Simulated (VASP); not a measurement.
TaN, 2 atoms in the cell. It takes space group P-6m2 (No. 187, hexagonal). The conventional cell has a = 2.938 Å, b = 2.938 Å, c = 2.883 Å, α = 90.00°, β = 90.00°, γ = 120.00°. Ta (site symmetry -6m2) has 6 N at 2.23 Å and 2 Ta at 2.88 Å within 2.9 Å. N (site symmetry -6m2) has 6 Ta at 2.23 Å and 2 N at 2.88 Å within 2.9 Å. 

* Program: VASP 6.6.1
* Task: electric field gradients
* Functional: PBEsol
* Potentials or basis: VASP PAW PBE potentials, release 64 (Ta_pv, N)
* Cutoff: 520 eV
* k mesh: 12 × 12 × 10
* Occupations: fermi-dirac, width 0.02 eV
* Spin: no spin polarisation
* Dipole correction: no
* Further INCAR settings: ALGO = Normal; EDIFF = 1e-08; NBANDS = 15

Potentials or basis: VASP PAW PBE potentials, release 64 (Ta_pv, N).

Launch:

```console
$ cat potpaw_PBE.64/Ta_pv/POTCAR potpaw_PBE.64/N/POTCAR > POTCAR
$ mpirun -np 1 vasp_std > vasp.out
```

Hardware: 1 thread of Intel(R) Xeon(R) Platinum 8259CL CPU @ 2.50GHz (Skylake/Cascade Lake), on a shared host.

**Question.** How long does it take, and how much memory?

**Answer.** Wall time 43 s on 1 thread of Intel(R) Xeon(R) Platinum 8259CL CPU @ 2.50GHz (Skylake/Cascade Lake), with other jobs on the host, peak memory 0.16 GiB. Counts: scf iterations 16, k points 114.
